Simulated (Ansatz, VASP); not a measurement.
**One calculation of Ba, two programs**

```
Ba
1.0
    -2.46621    2.46621    2.46621
     2.46621   -2.46621    2.46621
     2.46621    2.46621   -2.46621
Ba
1
Direct
  0.00000 0.00000 0.00000
```

Change from the starting cell: volume scaled by 0.96.

Alike in both runs: task single point; functional PBE; k mesh 10 × 10 × 10; occupations fermi-dirac, width 0.05 eV; no spin polarisation.

```csv
,VASP,Ansatz
version,VASP 6.6.1,Ansatz 0.2.0
potentials or method,"VASP PAW PBE potentials, release 64 (Ba_sv), cutoff 520 eV","all-electron LAPW, scalar-relativistic"
```

VASP gave:

| Property | Result |
| --- | --- |
| pressure (GPa) | 0.6 |

Q: Which values does Ansatz return?

A: Pressure (GPa): 0.5.

Ansatz ran all-electron here, and VASP with PAW potentials.

Spin-orbit coupling is off throughout.
